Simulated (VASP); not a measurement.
# Ge in VASP: a series of runs

The runs below take Ge through single point, with PBE, r2SCAN.

Program: VASP 6.6.1. These are calculated values, not measurements. Logs are shortened: lines on timing, memory, paths and dates and some standing lists are left out, and cuts for length are marked.

**1. The cell of the first run**

It takes space group Fd-3m (No. 227, cubic). The conventional cell has a = 5.967 Å, b = 5.967 Å, c = 5.967 Å, α = 90.00°, β = 90.00°, γ = 90.00°. Ge (site symmetry -43m) has 4 Ge at 2.58 Å within 3.4 Å.

**2. Single point, PBE (strain +5.2%)**

The input, INCAR:

```
SYSTEM = Ge
ALGO = Normal
EDIFF = 1E-6
ENCUT = 520
GGA = PE
ISIF = 2
ISMEAR = -1
LASPH = .TRUE.
LCHARG = .TRUE.
LELF = .TRUE.
LREAL = .FALSE.
LVHAR = .TRUE.
LWAVE = .FALSE.
NBANDS = 21
NELM = 80
PREC = Accurate
SIGMA = 0.02
```

The input, KPOINTS:

```
k-points
0
G
  8 8 8
  0 0 0
```

The input, POSCAR:

```
Ge
1.0
    0.0000000000      2.9835398727      2.9835398727
    2.9835398727      0.0000000000      2.9835398727
    2.9835398727      2.9835398727      0.0000000000
Ge
2
Direct
    0.0000000000      0.0000000000      0.0000000000
    0.2500000000      0.2500000000      0.2500000000
```

Potentials or basis: VASP PAW PBE potentials, release 64 (Ge_d).

Command:

```bash
$ cat potpaw_PBE.64/Ge_d/POTCAR > POTCAR
$ mpirun -np 1 vasp_std > vasp.out
```

OUTCAR:

```text
SYSTEM = Ge
   EDIFF = 1E-6
   ENCUT = 520
   GGA = PE
   ISIF = 2
   ISMEAR = -1
   LASPH = .TRUE.
   LREAL = .FALSE.
   NELM = 80
   PREC = Accurate

 ion  position               nearest neighbor table
   1  0.000  0.000  0.000-   2 2.58   2 2.58   2 2.58   2 2.58
   2  0.250  0.250  0.250-   1 2.58   1 2.58   1 2.58   1 2.58

  LATTYP: Found a face centered cubic cell.
 ALAT       =     5.9670797454

  Lattice vectors:

 A1 = (   0.0000000000,   2.9835398727,   2.9835398727)
 A2 = (   2.9835398727,   0.0000000000,   2.9835398727)
 A3 = (   2.9835398727,   2.9835398727,   0.0000000000)

Analysis of symmetry for initial positions (statically):
=====================================================================
 Subroutine PRICEL returns:
 Original cell was already a primitive cell.

 Routine SETGRP: Setting up the symmetry group for a
 face centered cubic supercell.

 Subroutine GETGRP returns: Found 48 space group operations
 (whereof 24 operations were pure point group operations)
 out of a pool of 48 trial point group operations.

The static configuration has the point symmetry T_d .
 The point group associated with its full space group is O_h .

Analysis of symmetry for dynamics (positions and initial velocities):
=====================================================================
 Subroutine PRICEL returns:
 Original cell was already a primitive cell.

 Routine SETGRP: Setting up the symmetry group for a
 face centered cubic supercell.

 Subroutine GETGRP returns: Found 48 space group operations
 (whereof 24 operations were pure point group operations)
 out of a pool of 48 trial point group operations.

The dynamic configuration has the point symmetry T_d .
 The point group associated with its full space group is O_h .

 Subroutine INISYM returns: Found 48 space group operations
 (whereof 24 operations are pure point group operations),
 and found     1 'primitive' translations

----------------------------------------------------------------------------------------

                                     Primitive cell

  volume of cell :      53.1160

  direct lattice vectors                    reciprocal lattice vectors
     0.000000000  2.983539873  2.983539873    -0.167586163  0.167586163  0.167586163
     2.983539873  0.000000000  2.983539873     0.167586163 -0.167586163  0.167586163
     2.983539873  2.983539873  0.000000000     0.167586163  0.167586163 -0.167586163

  length of vectors
     4.219362552  4.219362552  4.219362552     0.290267749  0.290267749  0.290267749
[... 78 lines left out ...]
   LASPH  =      T    aspherical Exc in radial PAW
   ENCUT  =  520.0 eV  38.22 Ry    6.18 a.u.   7.85  7.85  7.85*2*pi/ulx,y,z
   NELM   =     80;   NELMIN=  2; NELMDL= -5     # of ELM steps
   EDIFF  = 0.1E-05   stopping-criterion for ELM
   LREAL  =      F    real-space projection
   EDIFFG = 0.1E-04   stopping-criterion for IOM
   NSW    =      0    number of steps for IOM
   IBRION =     -1    ionic relax: 0-MD 1-quasi-New 2-CG
   NFREE  =      0    steps in history (QN), initial steepest desc. (CG)
   ISIF   =      2    stress and relaxation
   ISYM   =      2    0-nonsym 1-usesym 2-fastsym
   POTIM  = 0.5000    time-step for ionic-motion
   TEBEG  =    0.0;   TEEND  =   0.0 temperature during run
   PSTRESS=    0.0 pullay stress
   NELECT =      28.0000    total number of electrons
   NUPDOWN=      -1.0000    fix difference up-down
   EMIN   =  10.00;   EMAX   =-10.00  energy-range for DOS
   EFERMI =   0.00;   METHOD = LEGACY
   ISMEAR =    -1;   SIGMA  =   0.02  broadening in eV -4-tet -1-fermi 0-gaus
   EFERMI_NEDOS =   21; number of points for ismear=-14 and -15
   IALGO  =     38    algorithm
   IMIX   =      4    mixing-type and parameters
     AMIX     =   0.40;   BMIX     =  1.00
     AMIX_MAG =   1.60;   BMIX_MAG =  1.00
  volume/ion in A,a.u.               =      26.56       179.22
  Fermi-wavevector in a.u.,A,eV,Ry     =   1.322469  2.499105 23.795577  1.748926
  Thomas-Fermi vector in A             =   2.452148
   LORBIT       =      0    0 simple, 1 ext, 2 COOP (PROOUT), +10 PAW based schemes
   GGA     = PE    functional components
   LHFCALC =     F    Hartree Fock is set to
   AEXX    =    0.0000 exact exchange contribution
   IVDW    =     0    specifies the selected vdW correction
   LEPSILON=     F    determine dielectric tensor
   LRPA    =     F    only Hartree local field effects (RPA)
 non-spin polarized calculation
  energy-cutoff  :      520.00
  volume of cell :       53.12
 maximum number of plane-waves:      1459
   NGX = 15   NGY = 15   NGZ = 15

 number of electron      28.0000027 magnetization

 Free energy of the ion-electron system (eV)
  ---------------------------------------------------
  ext. energy  EPLUGINS =         0.00000000
  ---------------------------------------------------
  free energy    TOTEN  =        -8.93819326 eV

  energy without entropy =       -8.93763111  energy(sigma->0) =       -8.93791218

 E-fermi :   3.3431     XC(G=0):  -9.1890

 val. band max:        3.3147918877   @ k =   0.5000   0.0000   0.0000
 cond. band min:       3.4340559516   @ k =   0.3750   0.0000   0.0000
 fundamental gap:      0.1192640639
 Fermi energy:         3.3430649747

 k-point     1 :       0.0000    0.0000    0.0000
  band No.  band energies     occupation
      1     -21.0889      2.00000
      2     -21.0889      2.00000
      3     -21.0889      2.00000
      4     -21.0636      2.00000
      5     -21.0636      2.00000
      6     -20.9252      2.00000
[... 565 lines left out ...]
     20      13.9501      0.00000
     21      14.1199      0.00000

 [... further k-points ...]

------------------------ aborting loop because EDIFF is reached ----------------------------------------

  FORCE on cell =-STRESS in cart. coord.  units (eV):
  Direction    XX          YY          ZZ          XY          YZ          ZX
  --------------------------------------------------------------------------------------
  -------------------------------------------------------------------------------------
  Total       -1.6007957     -1.6007957     -1.6007957     -0.0000000     -0.0000000      0.0000000
  in kB      -48.2859706    -48.2859706    -48.2859706     -0.0000000     -0.0000000      0.0000000
  external PRESSURE =     -48.2859706 kB  Pullay stress =       0.0000000 kB

 VOLUME and BASIS-vectors are now :
 -----------------------------------------------------------------------------
  energy-cutoff  :      520.00
  volume of cell :       53.12
      direct lattice vectors                 reciprocal lattice vectors
     0.000000000  2.983539873  2.983539873    -0.167586163  0.167586163  0.167586163
     2.983539873  0.000000000  2.983539873     0.167586163 -0.167586163  0.167586163
     2.983539873  2.983539873  0.000000000     0.167586163  0.167586163 -0.167586163

 POSITION                                       TOTAL-FORCE (eV/Angst)
 -----------------------------------------------------------------------------------
      0.00000      0.00000      0.00000         0.000000      0.000000      0.000000
      1.49177      1.49177      1.49177        -0.000000     -0.000000     -0.000000
 -----------------------------------------------------------------------------------
    total drift:                               -0.000000      0.000000      0.000000

  FREE ENERGIE OF THE ION-ELECTRON SYSTEM (eV)
  ---------------------------------------------------
  free  energy   TOTEN  =        -8.9381932577 eV

  energy  without entropy=       -8.9376311053  energy(sigma->0) =       -8.93791218
```

OSZICAR:

```text
N       E                     dE             d eps       ncg     rms          rms(c)
DAV:   1     0.190983828106E+03    0.19098E+03   -0.14578E+04  1337   0.340E+03
DAV:   2     0.201857594326E+02   -0.17080E+03   -0.16619E+03  1223   0.624E+02
DAV:   3    -0.796769767542E+01   -0.28153E+02   -0.27996E+02  1348   0.146E+02
DAV:   4    -0.896614981720E+01   -0.99845E+00   -0.99794E+00  1398   0.321E+01
DAV:   5    -0.898341937782E+01   -0.17270E-01   -0.17269E-01  1373   0.472E+00    0.257E+00
DAV:   6    -0.895329007621E+01    0.30129E-01   -0.16522E-02  1621   0.157E+00    0.153E+00
DAV:   7    -0.893652171775E+01    0.16768E-01   -0.31241E-02  1363   0.187E+00    0.137E-01
DAV:   8    -0.893791748335E+01   -0.13958E-02   -0.49195E-03  1326   0.966E-01    0.404E-02
DAV:   9    -0.893814920518E+01   -0.23172E-03   -0.31127E-04  1353   0.237E-01    0.152E-02
DAV:  10    -0.893819050462E+01   -0.41299E-04   -0.63111E-05  1540   0.568E-02    0.526E-03
DAV:  11    -0.893819341111E+01   -0.29065E-05   -0.82483E-06  1468   0.428E-02    0.177E-03
DAV:  12    -0.893819325772E+01    0.15339E-06   -0.64120E-07   849   0.158E-02
   1 F= -.89381933E+01 E0= -.89379122E+01  d E =-.562152E-03
```

Wall time 23 s (1 thread of Intel Xeon 8259CL, shared host); peak memory 0.18 GiB.

What came out:

| Quantity | Value |
| --- | --- |
| Free energy | -8.9382 eV |
| Pressure | -4.8 GPa |
| Band gap on the k mesh | zero (bands 14 and 15 overlap by 0.25 eV) |

Levels at points of the mesh, in eV from the Fermi level:
| k point | band 11 | band 12 | band 13 | band 14 | band 15 | band 16 | band 17 | band 18 |
| --- | --- | --- | --- | --- | --- | --- | --- | --- |
| (0.00, 0.00, 0.00) | -11.44 | -1.12 | 0.22 | 0.22 | 0.22 | 2.69 | 2.69 | 2.69 |
| (0.50, 0.00, 0.00) | -9.71 | -6.76 | -0.96 | -0.96 | -0.03 | 3.85 | 3.85 | 7.21 |
| (0.50, 0.50, 0.00) | -8.13 | -8.13 | -2.34 | -2.34 | 1.13 | 1.13 | 8.46 | 8.46 |

Caveat: the cell differs from its parent crystal (strain +5.2%); the cell stands under tension; semilocal functionals underestimate gaps, so a narrow gap can read as zero.

[end of part 1 of 2]
